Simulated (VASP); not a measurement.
Write the native input for VASP 6.6.1 that does the following.

| Item | Value |
| --- | --- |
| Task | single point |
| Functional | PBE |
| Potentials or basis | VASP PAW PBE potentials, release 64 (Sr_sv, Ca_sv) |
| Cutoff | 400 eV |
| k mesh | 1 × 1 × 1, shifted |
| Occupations | fermi-dirac, width 0.05 eV |
| Spin | no spin polarisation |
| Dipole correction | no |
| Mended | yes |
| Further INCAR settings | LREAL = Auto; ALGO = Normal; EDIFF = 1e-06; NBANDS = 138; ISYM = -1 |

The structure of Sr19Ca5 lies in POSCAR:

```
Sr19Ca5
1.0
   10.4978800000     -0.1668760000      0.0738540000
   -0.1668760000     10.3895350000      0.2213770000
    0.0738540000      0.2213770000     11.1990180000
Sr Ca
19 5
Direct
    0.3037581997      0.7068556361      0.7662294731
    0.8352065951      0.3756691661      0.7118173343
    0.1507144945      0.0285300921      0.7118275214
    0.5690466082      0.2745189653      0.4920738092
    0.2566763452      0.5966185359      0.4030769308
    0.8235152611      0.9996519488      0.5057617690
    0.4403267722      0.1974478696      0.1927951799
    0.4865607645      0.3985839341      0.8440108075
    0.1475895014      0.1134087631      0.3845739719
    0.2582649396      0.8715944186      0.0812799072
    0.5181216804      0.0490786473      0.8255046789
    0.9239927276      0.8312224061      0.2159706251
    0.2557243437      0.5075328328      0.0951414346
    0.9866522340      0.7118072150      0.5716520002
    0.4675908213      0.9214037859      0.4310104637
    0.7263164908      0.3379219237      0.0754149587
    0.0576714862      0.2030398699      0.0500871927
    0.9605783461      0.6268618223      0.9477074380
    0.5866650025      0.7352386030      0.1055715355
    0.9309644793      0.4476017078      0.3230508091
    0.6457428647      0.6222631579      0.4319966764
    0.8188280483     -0.0288523314      0.8966697362
    0.6531615674      0.7249520659      0.7400458408
    0.1853113710      0.3685538376      0.6634610884
```

One way to write it, as run:

INCAR

```
SYSTEM = Sr19Ca5
PREC = Accurate
ENCUT = 400
EDIFF = 1E-6
ISMEAR = -1
SIGMA = 0.05
LREAL = Auto
LASPH = .TRUE.
NELM = 120
ALGO = Normal
ISIF = 2
LWAVE = .FALSE.
LCHARG = .FALSE.
GGA = PE
ISYM = -1
NBANDS = 138
GGA_COMPAT = .FALSE.
```

KPOINTS

```
explicit points
1
Reciprocal
  0.25000000   0.25000000   0.25000000 1
```

Potentials or basis: VASP PAW PBE potentials, release 64 (Sr_sv, Ca_sv).

Command:

```console
$ cat potpaw_PBE.64/Sr_sv/POTCAR potpaw_PBE.64/Ca_sv/POTCAR > POTCAR
$ mpirun -np 1 vasp_std > vasp.out
```

Results of the run:

| Item | Value |
| --- | --- |
| Pressure | 1.1 GPa |
| Largest force | 0.850 eV/Å |

Caveat: the atoms stand as in a frame of molecular dynamics.

Wall time 4.9 min on 1 thread of Intel(R) Xeon(R) Platinum 8488C (Sapphire Rapids), on a shared host, peak memory 0.72 GiB.
